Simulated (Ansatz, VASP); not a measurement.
# Al: VASP beside Ansatz

```
Al
1.0
     2.74055    0.00000    0.00000
    -1.37027    2.37338    0.00000
     0.00000    0.00000    9.74922
Al
4
Direct
  0.00000 0.00000 0.00000
  0.33333 0.66667 0.25000
  0.00000 0.00000 0.50000
  0.66667 0.33333 0.75000
```

Alike in both runs: task single point; functional PBE; dispersion D3(BJ); k mesh 18 × 18 × 6; occupations gaussian, width 0.15 eV; no spin polarisation.

|  | VASP | Ansatz |
| --- | --- | --- |
| version | VASP 6.6.1 | Ansatz 0.2.0 |
| potentials or method | VASP PAW PBE potentials, release 64 (Al), cutoff 520 eV | scalar-relativistic, plane waves, PAW |
| valence electrons in the cell | 12 | 12 |

|  | VASP | Ansatz | Ansatz less VASP |
| --- | --- | --- | --- |
| gap on the k mesh at the Fermi level (eV) | none | none | - |
| pressure (GPa) | 0.9 | 0.9 | +0.03 |
| traceless stress, the component that is largest in VASP (GPa) | -4.58 | -4.59 | -0.008 |

A gap of «none» marks a metal or a gap that the smearing closes.
